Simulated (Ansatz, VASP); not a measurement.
AlN: VASP beside Ansatz

Contents of INCAR:

```
ALGO = Normal
EDIFF = 1E-6
ENCUT = 600
GGA = PS
GGA_COMPAT = False
ISIF = 2
ISMEAR = 0
LASPH = True
LCHARG = False
LREAL = False
LWAVE = False
NBANDS = 11
NELM = 120
PREC = Accurate
SIGMA = 0.02
```

The input KPOINTS:

```
k-points
0
Gamma
  12 12 12
```

Contents of POSCAR:

```
AlN
1.0
    0.0000000000      2.0345180000      2.0345180000
    2.0345180000      0.0000000000      2.0345180000
    2.0345180000      2.0345180000      0.0000000000
Al N
1 1
Direct
    0.5000000000      0.5000000000      0.5000000000
    0.0000000000      0.0000000000      0.0000000000
```

Input for Ansatz:

```yaml
crystal:
  lattice:
    - [0.0, 2.034518, 2.034518]
    - [2.034518, 0.0, 2.034518]
    - [2.034518, 2.034518, 0.0]
  atoms:
    - { symbol: Al, position: [0.5, 0.5, 0.5] }
    - { symbol: "N", position: [0.0, 0.0, 0.0] }
basis:
  ecutwfc: 420
kpoints:
  mp_grid: { grid: [12, 12, 12] }
hamiltonian:
  xc: pbesol
  pseudopotentials: { kind: paw }
scf:
  occupations: { method: gaussian, width: 0.02 }
output:
  forces: true
  stress: true
  eigenvalues: true
```

Alike in both runs: task single point; functional PBEsol; k mesh 12 × 12 × 12; occupations gaussian, width 0.02 eV; no spin polarisation.

```csv
,VASP,Ansatz
version,VASP 6.6.1,Ansatz 0.2.0
potentials or method,"VASP PAW PBE potentials, release 64 (Al, N), cutoff 600 eV","scalar-relativistic, plane waves, PAW"
valence electrons in the cell,8,8
```

```tsv
	VASP	Ansatz	Ansatz less VASP
gap on the k mesh at the Fermi level (eV)	4.37	4.38	+0.005
least direct gap on the mesh (eV)	5.40	5.38	-0.019
pressure (GPa)	-4.7	-4.5	+0.25
```

VASP's potentials were made for PBE, not for PBEsol.
